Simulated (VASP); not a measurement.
Crystal: BeTe.

```
Be Te
1.0
     0.00000    2.77000    2.77000
     2.77000    0.00000    2.77000
     2.77000    2.77000    0.00000
Be Te
1 1
Direct
  0.00000 0.00000 0.00000
  0.25000 0.25000 0.25000
```

```yaml
Program: VASP 6.6.1
Task: relaxation of cell and atoms
Functional: PBE
Potentials_or_basis: VASP PAW PBE potentials, release 64 (Be, Te)
Cutoff: 600 eV
k_mesh: 8 × 8 × 8
Occupations: fermi-dirac, width 0.02 eV
Spin: no spin polarisation
```

At the start: pressure 4.5 GPa; volume 21.25 Å³/atom.

Problem. Where does the relaxation end?

Solution. Over 3 steps the energy falls by 19.8 meV/atom and the volume is 22.76 Å³/atom (+7.1 %); space group F-43m (No. 216, to 0.05 Å).

The path:
```
step  energy change (eV)  largest force (eV/Å)  pressure (GPa)  volume (Å³)
   1              0.0000                0.0000            4.45        42.51
   2             -0.0377                0.0000           -0.85        46.25
   3             -0.0396                0.0000            0.01        45.52
```

Final structure:
```
Be Te
1.0
     0.00000    2.83396    2.83396
     2.83396    0.00000    2.83396
     2.83396    2.83396    0.00000
Be Te
1 1
Direct
  0.00000 0.00000 0.00000
  0.25000 0.25000 0.25000
```
